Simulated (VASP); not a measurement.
The system is SnGe5.

```
Ge Sn
1.0
     4.19841    0.00000    0.00000
    -2.09921    3.63593    0.00000
     0.00000    0.00000   10.21380
Ge Sn
5 1
Direct
  0.00000 0.00000 0.98629
  0.66667 0.33333 0.66583
  0.33333 0.66667 0.34695
  0.66667 0.33333 0.91089
  0.33333 0.66667 0.59070
  0.00000 0.00000 0.24934
```

```yaml
Program: VASP 6.6.1
Task: relaxation of cell and atoms
Functional: r2SCAN
Potentials_or_basis: VASP PAW PBE potentials, release 64 (Ge_d, Sn_d)
Cutoff: 600 eV
k_mesh: 6 × 6 × 2
Occupations: fermi-dirac, width 0.02 eV
Spin: no spin polarisation
```

At the start: pressure -2.4 GPa; volume 25.99 Å³/atom.

Question: How do energy, volume and symmetry change on relaxing?

Answer: Over 15 steps the energy falls by 8.4 meV/atom and the volume is 24.92 Å³/atom (-4.1 %); space group P3m1 (No. 156, to 0.1 Å) before and after.

The path:
```csv
step,energy change (eV),largest force (eV/Å),pressure (GPa),volume (Å³)
1,0.0000,0.0794,-2.39,155.92
2,-0.0438,0.0645,1.07,147.33
3,-0.0506,0.0256,0.01,149.54
4,-0.0506,0.0241,-0.06,149.67
5,-0.0506,0.0111,-0.03,149.64
6,-0.0506,0.0110,0.01,149.63
7,-0.0506,0.0084,0.00,149.64
8,-0.0506,0.0079,-0.06,149.64
9,-0.0506,0.0096,-0.02,149.64
10,-0.0506,0.0074,-0.03,149.58
11,-0.0506,0.0072,0.09,149.57
12,-0.0506,0.0083,-0.05,149.58
13,-0.0506,0.0077,-0.04,149.58
14,-0.0506,0.0081,-0.01,149.57
15,-0.0507,0.0041,0.00,149.51
```

Final structure:
```xyz
6
Lattice="4.1400 0.0000 0.0000 -2.0700 3.5854 0.0000 0.0000 0.0000 10.0728" Properties=species:S:1:pos:R:3 pbc="T T T"
Ge    0.0000    0.0000    9.9353
Ge    2.0700    1.1951    6.7080
Ge    0.0000    2.3902    3.4956
Ge    2.0700    1.1951    9.1727
Ge    0.0000    2.3902    5.9485
Sn    0.0000    0.0000    2.5126
```

Caveat: the PAW data sets were made with another functional, which shifts forces and pressure a little.
